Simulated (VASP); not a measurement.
# ZnS (F-43m) in VASP: notebook, part 2 of 2

VASP 6.6.1. Earlier steps stand in the parts before.

### Step 4. Single point, PBEsol

This run uses another cell than the first one, of 20.91 Å³/atom, 1.060 times its volume.

INCAR

```
SYSTEM = ZnS
PREC     = Accurate       ! precision mode
ENCUT    = 520            ! plane-wave cutoff, eV
EDIFF    = 1E-7           ! SCF threshold, eV
ISMEAR   = -1             ! smearing method
SIGMA    = 0.05           ! smearing width, eV
LREAL    = .False.        ! projectors in reciprocal space
LASPH    = .True.         ! aspherical terms in the spheres
NELM     = 60             ! most SCF steps
ALGO     = Normal         ! electronic algorithm
ISIF     = 2              ! what is computed and relaxed
LWAVE    = .False.        ! write WAVECAR
LCHARG   = .False.        ! write CHGCAR
GGA      = PS             ! functional
NBANDS   = 16             ! bands
```

KPOINTS

```
regular mesh
0
Gamma
  9 9 9
  0 0 0
```

POSCAR

```
ZnS
1.0
    0.0000000000      2.7549938462      2.7549938462
    2.7549938462      0.0000000000      2.7549938462
    2.7549938462      2.7549938462      0.0000000000
Zn S
1 1
Direct
    0.7500000000      0.7500000000      0.7500000000
    0.0000000000      0.0000000000      0.0000000000
```

Potentials or basis: VASP PAW PBE potentials, release 64 (Zn, S).

The run is started by

```sh
$ cat potpaw_PBE.64/Zn/POTCAR potpaw_PBE.64/S/POTCAR > POTCAR
$ mpirun -np 1 vasp_std > vasp.out
```

OUTCAR:

```text
SYSTEM = ZnS
   PREC = Accurate
   ENCUT = 520
   EDIFF = 1E-7
   ISMEAR = -1
   LREAL = .False.
   LASPH = .True.
   NELM = 60
   ISIF = 2
   GGA = PS

 ion  position               nearest neighbor table
   1  0.750  0.750  0.750-   2 2.39   2 2.39   2 2.39   2 2.39
   2  0.000  0.000  0.000-   1 2.39   1 2.39   1 2.39   1 2.39

  LATTYP: Found a face centered cubic cell.
 ALAT       =     5.5099876924

  Lattice vectors:

 A1 = (   0.0000000000,   2.7549938462,   2.7549938462)
[... 625 lines left out ...]
      3      -4.3775      2.00000
      4      -4.3775      2.00000
      5      -4.1691      2.00000
      6      -4.0872      2.00000
[... 8 lines left out ...]
     15      15.0295      0.00000
     16      16.2199      0.00000

 [... further k-points ...]
[... 5 lines left out ...]
  --------------------------------------------------------------------------------------
  -------------------------------------------------------------------------------------
  Total       -1.4042720     -1.4042720     -1.4042720     -0.0000000      0.0000000     -0.0000000
  in kB      -53.7984707    -53.7984707    -53.7984707     -0.0000000      0.0000000     -0.0000000
  external PRESSURE =     -53.7984707 kB  Pullay stress =       0.0000000 kB

 VOLUME and BASIS-vectors are now :
 -----------------------------------------------------------------------------
  energy-cutoff  :      520.00
  volume of cell :       41.82
      direct lattice vectors                 reciprocal lattice vectors
     0.000000000  2.754993846  2.754993846    -0.181488609  0.181488609  0.181488609
     2.754993846  0.000000000  2.754993846     0.181488609 -0.181488609  0.181488609
     2.754993846  2.754993846  0.000000000     0.181488609  0.181488609 -0.181488609

 POSITION                                       TOTAL-FORCE (eV/Angst)
 -----------------------------------------------------------------------------------
      4.13249      4.13249      4.13249         0.000000      0.000000      0.000000
      0.00000      0.00000      0.00000        -0.000000     -0.000000     -0.000000
 -----------------------------------------------------------------------------------
    total drift:                                0.000000      0.000000      0.000000

  FREE ENERGIE OF THE ION-ELECTRON SYSTEM (eV)
  ---------------------------------------------------
  free  energy   TOTEN  =        -7.5297034109 eV

  energy  without entropy=       -7.5297034105  energy(sigma->0) =       -7.52970341
```

OSZICAR:

```text
N       E                     dE             d eps       ncg     rms          rms(c)
DAV:   1     0.811048588848E+02    0.81105E+02   -0.84669E+03  1120   0.131E+03
DAV:   2    -0.272252319738E+01   -0.83827E+02   -0.78022E+02  1280   0.253E+02
DAV:   3    -0.787938256549E+01   -0.51569E+01   -0.51347E+01  1392   0.595E+01
DAV:   4    -0.793087827254E+01   -0.51496E-01   -0.51482E-01  1376   0.632E+00
DAV:   5    -0.793142422839E+01   -0.54596E-03   -0.54595E-03  1400   0.608E-01    0.594E+00
DAV:   6    -0.755105563758E+01    0.38037E+00   -0.77648E-01  1648   0.312E+01    0.475E+00
DAV:   7    -0.753310167058E+01    0.17954E-01   -0.21155E-01  1328   0.437E+00    0.232E+00
DAV:   8    -0.752974784053E+01    0.33538E-02   -0.44802E-03  1584   0.742E-01    0.537E-01
DAV:   9    -0.752961419640E+01    0.13364E-03   -0.85554E-04  1408   0.260E-01    0.100E-01
DAV:  10    -0.752970743192E+01   -0.93236E-04   -0.14294E-04  1400   0.894E-02    0.340E-02
DAV:  11    -0.752970304675E+01    0.43852E-05   -0.14233E-05  1320   0.341E-02    0.588E-03
DAV:  12    -0.752970344355E+01   -0.39680E-06   -0.25733E-06  1488   0.193E-02    0.272E-03
DAV:  13    -0.752970341087E+01    0.32684E-07   -0.48959E-07  1432   0.735E-03
   1 F= -.75297034E+01 E0= -.75297034E+01  d E =-.367869E-09
```

Wall time 24 s (1 thread of Intel Xeon Platinum 8488C (Sapphire Rapids), shared host); peak memory 0.17 GiB.

What came out:

```yaml
Free_energy: -7.5297 eV
Pressure: -5.4 GPa
Band_gap_on_the_k_mesh: 1.73 eV, direct
```

Caveat: the PAW data sets were made with another functional, which shifts forces and pressure a little. As with any semilocal functional, this PBEsol gap is likely too small.

### Step 5. Single point, LDA

INCAR

```
SYSTEM = ZnS
  ALGO = Normal
  EDIFF = 1E-6
  ENCUT = 520
  ISIF = 2
  ISMEAR = -1
  LASPH = .True.
  LCHARG = .False.
  LREAL = .False.
  LWAVE = .False.
  NBANDS = 16
  NELM = 60
  PREC = Accurate
  SIGMA = 0.05
```

KPOINTS

```
k-points
0
Gamma
  9 9 9
  0 0 0
```

POSCAR

```
ZnS
1.0
    0.0000000000      2.7020000000      2.7020000000
    2.7020000000      0.0000000000      2.7020000000
    2.7020000000      2.7020000000      0.0000000000
Zn S
1 1
Direct
    0.7500000000      0.7500000000      0.7500000000
    0.0000000000      0.0000000000      0.0000000000
```

Potentials or basis: VASP PAW LDA potentials, release 64 (Zn, S).

The run is started by

```sh
$ cat potpaw_LDA.64/Zn/POTCAR potpaw_LDA.64/S/POTCAR > POTCAR
$ mpirun -np 1 vasp_std > vasp.out
```

Run time: 9.2 s. Hardware: 1 thread of AMD EPYC 9R45 (Zen 5), shared host; peak memory 0.12 GiB.

The run converged. Its results:

- Free energy: -8.1770 eV
- Pressure: -4.3 GPa
- Band gap on the k mesh: 1.89 eV, direct

Levels at points of the mesh, in eV from the valence-band top:
| k point | band 5 | band 6 | band 7 | band 8 | band 9 | band 10 | band 11 | band 12 | band 13 | band 14 |
| --- | --- | --- | --- | --- | --- | --- | --- | --- | --- | --- |
| (0.00, 0.00, 0.00) | -6.02 | -6.02 | 0.00 | 0.00 | 0.00 | 1.89 | 6.25 | 6.25 | 6.25 | 11.52 |

### Step 6. Single point, revPBE

This run uses another cell than the first one, of 20.12 Å³/atom, 1.020 times its volume.

INCAR

```
SYSTEM = ZnS
PREC     = Accurate       ! precision mode
ENCUT    = 520            ! plane-wave cutoff, eV
EDIFF    = 1E-6           ! SCF threshold, eV
ISMEAR   = -1             ! smearing method
SIGMA    = 0.05           ! smearing width, eV
LREAL    = .FALSE.        ! projectors in reciprocal space
LASPH    = .TRUE.         ! aspherical terms in the spheres
NELM     = 80             ! most SCF steps
ALGO     = Normal         ! electronic algorithm
ISIF     = 2              ! what is computed and relaxed
LWAVE    = .FALSE.        ! write WAVECAR
LCHARG   = .FALSE.        ! write CHGCAR
GGA      = RE             ! functional
NBANDS   = 16             ! bands
```

KPOINTS

```
regular mesh
0
G
  9 9 9
  0 0 0
```

POSCAR

```
ZnS
1.0
    0.0000000000      2.7198945612      2.7198945612
    2.7198945612      0.0000000000      2.7198945612
    2.7198945612      2.7198945612      0.0000000000
Zn S
1 1
Direct
    0.7500000000      0.7500000000      0.7500000000
    0.0000000000      0.0000000000      0.0000000000
```

Potentials or basis: VASP PAW PBE potentials, release 64 (Zn, S).

The run is started by

```sh
$ cat potpaw_PBE.64/Zn/POTCAR potpaw_PBE.64/S/POTCAR > POTCAR
$ mpirun -np 1 vasp_std > vasp.out
```

Wall time 13 s (1 thread of AMD EPYC 9R45 (Zen 5), shared host); peak memory 0.14 GiB.

The run converged. Its results:

* Free energy: -6.2773 eV
* Pressure: 2.1 GPa
* Band gap on the k mesh: 2.15 eV, direct

Levels at points of the mesh, in eV from the valence-band top:
```tsv
k point	band 7	band 8	band 9	band 10	band 11	band 12
(0.00, 0.00, 0.00)	0.00	0.00	0.00	2.15	6.45	6.45
```

Caveat: the PAW data sets were made with another functional, which shifts forces and pressure a little.

### Step 7. Overview

```tsv
level	potentials or basis	cell	smearing	gap on the mesh (eV)	pressure (GPa)
RPBE	VASP PAW PBE potentials, release 64 (Zn, S)	a = 3.821 Å, angles 60.0°, 2 atoms	gaussian 0.05 eV	2.28	4.3
PBEsol	VASP PAW PBE potentials, release 64 (Zn, S)	a = 3.796 Å, angles 60.0°, 2 atoms	fermi-dirac 0.05 eV	2.07	-0.3
PBEsol	VASP PAW PBE potentials, release 64 (Zn, S)	a = 3.896 Å, angles 60.0°, 2 atoms	fermi-dirac 0.05 eV	1.73	-5.4
LDA	VASP PAW LDA potentials, release 64 (Zn, S)	a = 3.821 Å, angles 60.0°, 2 atoms	fermi-dirac 0.05 eV	1.89	-4.3
revPBE	VASP PAW PBE potentials, release 64 (Zn, S)	a = 3.847 Å, angles 60.0°, 2 atoms	fermi-dirac 0.05 eV	2.15	2.1
```

Alike in all rows: task single point; no spin polarisation; k mesh 9 × 9 × 9; cutoff (eV) 520.

Caveats: the PAW data sets were made with another functional, which shifts forces and pressure a little (some runs).

Absolute energies hang on the potentials; compare differences alone.

### Step 8. Comparison with measurements

Step 3. Against the measured gap of ZnS, 3.85 eV (direct; 19 K; quoted in “Electronic, vibrational, and thermodynamic properties of ZnS (zincblende and rocksalt structure)”, 2009, arxiv:0911.5022), the calculated 2.07 eV is off by -1.78 eV. The value is that of PBEsol, without temperature or zero-point motion. Semilocal functionals fall short of measured gaps as a rule.

Step 6. Against the measured gap of ZnS, 3.85 eV (direct; 19 K; quoted in “Electronic, vibrational, and thermodynamic properties of ZnS (zincblende and rocksalt structure)”, 2009, arxiv:0911.5022), the calculated 2.15 eV is off by -1.70 eV. The value is that of revPBE, without temperature or zero-point motion. Semilocal functionals fall short of measured gaps as a rule.
